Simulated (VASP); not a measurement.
# CdS (I-4m2) in VASP: notebook

CdS is run at these levels: PBEsol; tasks: single point.

All numbers are computed with VASP 6.6.1; they aren't measurements. Logs are shortened: lines on timing, memory, paths and dates and some standing lists are left out, and cuts for length are marked.

## (1) The cell of the first run

It takes space group I-4m2 (No. 119, tetragonal). The conventional cell has a = 4.162 Å, b = 4.162 Å, c = 5.768 Å, α = 90.00°, β = 90.00°, γ = 90.00°. Within 3.3 Å of Cd (site symmetry -4m2) lie 4 S at 2.53 Å. Within 3.3 Å of S (site symmetry -4m2) lie 4 Cd at 2.53 Å.

## (2) Single point, PBEsol (zz strain of -2 %)

File INCAR:

```
SYSTEM = CdS
  PREC = Accurate
  ENCUT = 520
  EDIFF = 1E-6
  ISMEAR = -1
  SIGMA = 0.02
  LREAL = .FALSE.
  LASPH = .TRUE.
  NELM = 60
  ALGO = Normal
  ISIF = 2
  LWAVE = .FALSE.
  LCHARG = .TRUE.
  GGA = PS
  LELF = .TRUE.
  LVHAR = .TRUE.
  NBANDS = 16
```

File KPOINTS:

```
Automatic mesh
0
G
  7 7 7
  0 0 0
```

File POSCAR:

```
CdS
1.0
    0.0000000000      2.9429534649      2.8840943956
    2.9429534649      0.0000000000      2.8840943956
    2.9429534649      2.9429534649      0.0000000000
Cd S
1 1
Direct
    0.0000000000      0.0000000000      0.0000000000
    0.7500000000      0.7500000000      0.7500000000
```

Potentials or basis: VASP PAW PBE potentials, release 64 (Cd, S).

On the command line:

```sh
> cat potpaw_PBE.64/Cd/POTCAR potpaw_PBE.64/S/POTCAR > POTCAR
> mpirun -np 1 vasp_std > vasp.out
```

OUTCAR:

```text
SYSTEM = CdS
   PREC = Accurate
   ENCUT = 520
   EDIFF = 1E-6
   ISMEAR = -1
   LREAL = .FALSE.
   LASPH = .TRUE.
   NELM = 60
   ISIF = 2
   GGA = PS

 ion  position               nearest neighbor table
   1  0.000  0.000  0.000-   2 2.53   2 2.53   2 2.53   2 2.53
   2  0.750  0.750  0.750-   1 2.53   1 2.53   1 2.53   1 2.53

  LATTYP: Found a body centered tetragonal cell.
 ALAT       =     4.1619647035
 C/A-ratio  =     1.3859292911

  Lattice vectors:

 A1 = (   0.0000000000,  -2.9429534649,  -2.8840943956)
 A2 = (   0.0000000000,   2.9429534649,  -2.8840943956)
 A3 = (   2.9429534649,   0.0000000000,   2.8840943956)

Analysis of symmetry for initial positions (statically):
=====================================================================
 Subroutine PRICEL returns:
 Original cell was already a primitive cell.

 Routine SETGRP: Setting up the symmetry group for a
 body centered tetragonal supercell.

 Subroutine GETGRP returns: Found  8 space group operations
 (whereof  8 operations were pure point group operations)
 out of a pool of 16 trial point group operations.

The static configuration has the point symmetry D_2d.

Analysis of symmetry for dynamics (positions and initial velocities):
=====================================================================
 Subroutine PRICEL returns:
 Original cell was already a primitive cell.

 Routine SETGRP: Setting up the symmetry group for a
 body centered tetragonal supercell.

 Subroutine GETGRP returns: Found  8 space group operations
 (whereof  8 operations were pure point group operations)
 out of a pool of 16 trial point group operations.

The dynamic configuration has the point symmetry D_2d.

 Subroutine INISYM returns: Found  8 space group operations
 (whereof  8 operations are pure point group operations),
 and found     1 'primitive' translations

----------------------------------------------------------------------------------------

                                     Primitive cell

  volume of cell :      49.9581

  direct lattice vectors                    reciprocal lattice vectors
     0.000000000  2.942953465  2.884094396    -0.169897352  0.169897352  0.173364645
     2.942953465  0.000000000  2.884094396     0.169897352 -0.169897352  0.173364645
     2.942953465  2.942953465  0.000000000     0.169897352  0.169897352 -0.173364645

  length of vectors
     4.120555251  4.120555251  4.161964703     0.296286213  0.296286213  0.296286213

  position of ions in fractional coordinates (direct lattice)
     0.000000000  0.000000000  0.000000000
     0.750000000  0.750000000  0.750000000

  ion indices of the primitive-cell ions
   primitive index   ion index
                 1           1
                 2           2

----------------------------------------------------------------------------------------

 KPOINTS: Automatic mesh

Automatic generation of k-mesh.
 Grid dimensions read from file:
 generate k-points for:    7    7    7

 Generating k-lattice:

  Cartesian coordinates                     Fractional coordinates (reciprocal lattice)
    -0.024271050  0.024271050  0.024766378     0.142857143  0.000000000  0.000000000
     0.024271050 -0.024271050  0.024766378     0.000000000  0.142857143  0.000000000
     0.024271050  0.024271050 -0.024766378     0.000000000  0.000000000  0.142857143

  Length of vectors
     0.042326602  0.042326602  0.042326602

  Shift w.r.t. Gamma in fractional coordinates (k-lattice)
     0.000000000  0.000000000  0.000000000

 Subroutine IBZKPT returns following result:
 ===========================================

 Found     40 irreducible k-points:

 Following reciprocal coordinates:
            Coordinates               Weight
  0.000000  0.000000  0.000000      1.000000
  0.142857  0.000000  0.000000      8.000000
  0.285714 -0.000000  0.000000      8.000000
  0.428571 -0.000000  0.000000      8.000000
  0.142857  0.142857  0.000000      2.000000
  0.285714  0.142857  0.000000      8.000000
[... 16 lines left out ...]
  0.428571  0.285714  0.142857      8.000000
 -0.428571  0.285714  0.142857     16.000000
 [... further k-points ...]
   k-points           NKPTS =     40   k-points in BZ     NKDIM =     40   number of bands    NBANDS=     16
   number of dos      NEDOS =    301   number of ions     NIONS =      2
   total plane-waves  NPLWV =  32768
   dimension x,y,z NGX =    32 NGY =   32 NGZ =   32
   dimension x,y,z NGXF=    64 NGYF=   64 NGZF=   64
   ions per type =               1   1
   NGX,Y,Z   is equivalent  to a cutoff of  12.91, 12.91, 12.78 a.u.
   NGXF,Y,Z  is equivalent  to a cutoff of  25.82, 25.82, 25.56 a.u.
 SYSTEM =  CdS
   PREC   = accura    normal or accurate (medium, high low for compatibility)
   ISTART =      0    job   : 0-new  1-cont  2-samecut
   ICHARG =      2    charge: 1-file 2-atom 10-const
   ISPIN  =      1    spin polarized calculation?
   LNONCOLLINEAR =      F non collinear calculations
   LSORBIT =      F    spin-orbit coupling
   LASPH  =      T    aspherical Exc in radial PAW
   ENCUT  =  520.0 eV  38.22 Ry    6.18 a.u.   7.66  7.66  7.74*2*pi/ulx,y,z
   NELM   =     60;   NELMIN=  2; NELMDL= -5     # of ELM steps
   EDIFF  = 0.1E-05   stopping-criterion for ELM
   LREAL  =      F    real-space projection
   EDIFFG = 0.1E-04   stopping-criterion for IOM
   NSW    =      0    number of steps for IOM
   IBRION =     -1    ionic relax: 0-MD 1-quasi-New 2-CG
   NFREE  =      0    steps in history (QN), initial steepest desc. (CG)
   ISIF   =      2    stress and relaxation
   ISYM   =      2    0-nonsym 1-usesym 2-fastsym
   POTIM  = 0.5000    time-step for ionic-motion
   TEBEG  =    0.0;   TEEND  =   0.0 temperature during run
   PSTRESS=    0.0 pullay stress
   NELECT =      18.0000    total number of electrons
   NUPDOWN=      -1.0000    fix difference up-down
   EMIN   =  10.00;   EMAX   =-10.00  energy-range for DOS
   EFERMI =   0.00;   METHOD = LEGACY
   ISMEAR =    -1;   SIGMA  =   0.02  broadening in eV -4-tet -1-fermi 0-gaus
   EFERMI_NEDOS =   21; number of points for ismear=-14 and -15
   IALGO  =     38    algorithm
   IMIX   =      4    mixing-type and parameters
     AMIX     =   0.40;   BMIX     =  1.00
     AMIX_MAG =   1.60;   BMIX_MAG =  1.00
  volume/ion in A,a.u.               =      24.98       168.57
  Fermi-wavevector in a.u.,A,eV,Ry     =   1.164922  2.201384 18.463700  1.357044
  Thomas-Fermi vector in A             =   2.301454
   LORBIT       =      0    0 simple, 1 ext, 2 COOP (PROOUT), +10 PAW based schemes
   GGA     = PS    functional components
   LHFCALC =     F    Hartree Fock is set to
   AEXX    =    0.0000 exact exchange contribution
   IVDW    =     0    specifies the selected vdW correction
   LEPSILON=     F    determine dielectric tensor
   LRPA    =     F    only Hartree local field effects (RPA)
 non-spin polarized calculation
  energy-cutoff  :      520.00
  volume of cell :       49.96
 maximum number of plane-waves:      1359
   NGX = 15   NGY = 15   NGZ = 15

 number of electron      18.0000005 magnetization

 Free energy of the ion-electron system (eV)
  ---------------------------------------------------
  ext. energy  EPLUGINS =         0.00000000
  ---------------------------------------------------
  free energy    TOTEN  =        -6.81196509 eV

  energy without entropy =       -6.81196509  energy(sigma->0) =       -6.81196509

 E-fermi :   1.6377     XC(G=0):  -9.3461

 val. band max:        1.1920333385   @ k =   0.0000   0.0000   0.0000
 cond. band min:       2.1456675791   @ k =   0.0000   0.0000   0.0000
 fundamental gap:      0.9536342406
 Fermi energy:         1.6376759124

 k-point     1 :       0.0000    0.0000    0.0000
  band No.  band energies     occupation
      1     -11.1875      2.00000
      2      -6.5540      2.00000
      3      -6.5540      2.00000
      4      -6.5424      2.00000
      5      -6.0765      2.00000
      6      -6.0677      2.00000
[... 8 lines left out ...]
     15      12.4494      0.00000
     16      12.7215      0.00000

 k-point     2 :       0.1429    0.0000    0.0000
  band No.  band energies     occupation
      1     -11.1066      2.00000
      2      -6.5257      2.00000
      3      -6.5183      2.00000
      4      -6.4802      2.00000
      5      -6.0765      2.00000
      6      -6.0699      2.00000
[... 8 lines left out ...]
     15      11.9396      0.00000
     16      12.8973      0.00000

 k-point     3 :       0.2857   -0.0000    0.0000
  band No.  band energies     occupation
      1     -10.9233      2.00000
      2      -6.4714      2.00000
      3      -6.4612      2.00000
      4      -6.2234      2.00000
      5      -6.0636      2.00000
      6      -6.0631      2.00000
[... 8 lines left out ...]
     15      11.8279      0.00000
     16      12.1324      0.00000

 k-point     4 :       0.4286   -0.0000    0.0000
  band No.  band energies     occupation
      1     -10.7765      2.00000
      2      -6.4408      2.00000
      3      -6.4277      2.00000
      4      -6.0437      2.00000
      5      -6.0362      2.00000
      6      -5.7985      2.00000
[... 8 lines left out ...]
     15      13.1151      0.00000
     16      13.1888      0.00000
[... 324 lines left out ...]
 k-point    22 :      -0.1429   -0.0000    0.1429
  band No.  band energies     occupation
      1     -10.9909      2.00000
      2      -6.4868      2.00000
      3      -6.4688      2.00000
      4      -6.3636      2.00000
      5      -6.0888      2.00000
      6      -6.0486      2.00000
[... 8 lines left out ...]
     15      12.1140      0.00000
     16      14.0551      0.00000

 k-point    23 :       0.4286    0.2857    0.1429
  band No.  band energies     occupation
      1     -10.7927      2.00000
      2      -6.4016      2.00000
      3      -6.3777      2.00000
      4      -6.2066      2.00000
      5      -6.0394      2.00000
      6      -5.9319      2.00000
[... 8 lines left out ...]
     15      13.5940      0.00000
     16      15.1030      0.00000

 k-point    24 :      -0.4286    0.2857    0.1429
  band No.  band energies     occupation
      1     -10.6880      2.00000
      2      -6.3766      2.00000
      3      -6.3407      2.00000
      4      -6.1297      2.00000
      5      -6.0399      2.00000
      6      -5.6205      2.00000
[... 8 lines left out ...]
     15      13.3925      0.00000
     16      14.5207      0.00000

 [... further k-points ...]

------------------------ aborting loop because EDIFF is reached ----------------------------------------

  FORCE on cell =-STRESS in cart. coord.  units (eV):
  Direction    XX          YY          ZZ          XY          YZ          ZX
  --------------------------------------------------------------------------------------
  -------------------------------------------------------------------------------------
  Total       -0.1368935     -0.1368935     -0.0177794      0.0000000      0.0000000     -0.0000000
  in kB       -4.3902282     -4.3902282     -0.5701927      0.0000000      0.0000000     -0.0000000
  external PRESSURE =      -3.1168830 kB  Pullay stress =       0.0000000 kB

 VOLUME and BASIS-vectors are now :
 -----------------------------------------------------------------------------
  energy-cutoff  :      520.00
  volume of cell :       49.96
      direct lattice vectors                 reciprocal lattice vectors
     0.000000000  2.942953465  2.884094396    -0.169897352  0.169897352  0.173364645
     2.942953465  0.000000000  2.884094396     0.169897352 -0.169897352  0.173364645
     2.942953465  2.942953465  0.000000000     0.169897352  0.169897352 -0.173364645

 POSITION                                       TOTAL-FORCE (eV/Angst)
 -----------------------------------------------------------------------------------
      0.00000      0.00000      0.00000        -0.000000     -0.000000      0.000000
      4.41443      4.41443      4.32614         0.000000      0.000000     -0.000000
 -----------------------------------------------------------------------------------
    total drift:                                0.000000      0.000000      0.000001

  FREE ENERGIE OF THE ION-ELECTRON SYSTEM (eV)
  ---------------------------------------------------
  free  energy   TOTEN  =        -6.8119650863 eV

  energy  without entropy=       -6.8119650863  energy(sigma->0) =       -6.81196509
```

It took 23 s on 1 thread of Intel Xeon 6975P-C (Granite Rapids), shared host; peak memory 0.18 GiB.

Results:

```yaml
Free_energy: -6.8120 eV
Pressure: -0.3 GPa
Band_gap_on_the_k_mesh: 0.95 eV, direct
```

Levels at points of the mesh, in eV from the valence-band top:
```
           k point  band 5  band 6  band 7  band 8  band 9  band 10  band 11  band 12  band 13  band 14
(0.00, 0.00, 0.00)   -7.27   -7.26   -0.06   -0.06    0.00     0.95     6.41     6.41     6.41    11.12
```

Caveat: the cell differs from its parent crystal (zz strain of -2 %); the PAW data sets were made with another functional, which shifts forces and pressure a little.

## (3) Single point, PBEsol (zz strain of -3 %)

File INCAR:

```
  PREC = Accurate
  ENCUT = 520
  EDIFF = 1E-6
  ISMEAR = -1
  SIGMA = 0.02
  LREAL = F
  LASPH = T
  NELM = 80
  ALGO = Normal
  ISIF = 2
  LWAVE = F
  LCHARG = F
  GGA = PS
  NBANDS = 16
```

File KPOINTS:

```
regular mesh
0
Gamma
  7 7 7
```

File POSCAR:

```
CdS
1.0
    0.0000000000      2.9429534649      2.8546648610
    2.9429534649      0.0000000000      2.8546648610
    2.9429534649      2.9429534649      0.0000000000
Cd S
1 1
Direct
    0.0000000000      0.0000000000      0.0000000000
    0.7500000000      0.7500000000      0.7500000000
```

Potentials or basis: VASP PAW PBE potentials, release 64 (Cd, S).

On the command line:

```sh
> cat potpaw_PBE.64/Cd/POTCAR potpaw_PBE.64/S/POTCAR > POTCAR
> mpirun -np 1 vasp_std > vasp.out
```

It took 27 s on 1 thread of Intel Xeon 6975P-C (Granite Rapids), shared host; peak memory 0.18 GiB.

It converged, with:

```
Free energy            : -6.8109 eV
Pressure               : 0.3 GPa
Band gap on the k mesh : 0.96 eV, direct
```

Stress tensor (GPa, compression positive):
```
0.12 0.00 0.00
0.00 0.12 0.00
0.00 0.00 0.66
```

Levels at points of the mesh, in eV from the valence-band top:
```
           k point  band 6  band 7  band 8  band 9  band 10  band 11  band 12  band 13
(0.00, 0.00, 0.00)   -7.30   -0.09   -0.09    0.00     0.96     6.39     6.39     6.40
```

Caveat: the cell differs from its parent crystal (zz strain of -3 %); the PAW data sets were made with another functional, which shifts forces and pressure a little.

## (4) Single point, PBEsol (zz strain of -1 %)

File INCAR:

```
SYSTEM = CdS
PREC = Accurate
ENCUT = 520
EDIFF = 1E-6
ISMEAR = -1
SIGMA = 0.02
LREAL = .False.
LASPH = .True.
NELM = 80
ALGO = Normal
ISIF = 2
LWAVE = .False.
LCHARG = .True.
GGA = PS
LELF = .True.
LVHAR = .True.
NBANDS = 16
```

File KPOINTS:

```
Automatic mesh
0
Gamma
  7 7 7
  0 0 0
```

File POSCAR:

```
CdS
1.0
    0.0000000000      2.9429534649      2.9135239302
    2.9429534649      0.0000000000      2.9135239302
    2.9429534649      2.9429534649      0.0000000000
Cd S
1 1
Direct
    0.0000000000      0.0000000000      0.0000000000
    0.7500000000      0.7500000000      0.7500000000
```

On the command line:

```sh
> cat potpaw_PBE.64/Cd/POTCAR potpaw_PBE.64/S/POTCAR > POTCAR
> mpirun -np 1 vasp_std > vasp.out
```

Run time: 23 s. Hardware: 1 thread of Intel Xeon 6975P-C (Granite Rapids), shared host; peak memory 0.18 GiB.

Results (log left out):

```yaml
Free_energy: -6.8107 eV
Pressure: -0.9 GPa
Band_gap_on_the_k_mesh: 0.95 eV, direct
```

Stress tensor (GPa, compression positive):
```
-0.96  0.00  0.00
 0.00 -0.96  0.00
 0.00  0.00 -0.76
```

Levels at points of the mesh, in eV from the valence-band top:
```
           k point  band 7  band 8  band 9  band 10  band 11  band 12
(0.00, 0.00, 0.00)   -0.03   -0.03    0.00     0.95     6.43     6.43
```

Caveat: the cell differs from its parent crystal (zz strain of -1 %); the PAW data sets were made with another functional, which shifts forces and pressure a little.

## (5) Summary

| cell | gap on the mesh (eV) | pressure (GPa) |
| --- | --- | --- |
| a = 4.121, b = 4.121, c = 4.162 Å, angles 59.7, 59.7, 60.7°, 2 atoms | 0.95 | -0.3 |
| a = 4.100, b = 4.100, c = 4.162 Å, angles 59.5, 59.5, 61.0°, 2 atoms | 0.96 | 0.3 |
| a = 4.141, b = 4.141, c = 4.162 Å, angles 59.8, 59.8, 60.3°, 2 atoms | 0.95 | -0.9 |

Alike in all rows: task single point; level PBEsol; potentials or basis VASP PAW PBE potentials, release 64 (Cd, S); no spin polarisation; k mesh 7 × 7 × 7; cutoff (eV) 520; smearing fermi-dirac 0.02 eV.

Caveats: the PAW data sets were made with another functional, which shifts forces and pressure a little.

Absolute energies hang on the potentials; compare differences alone.
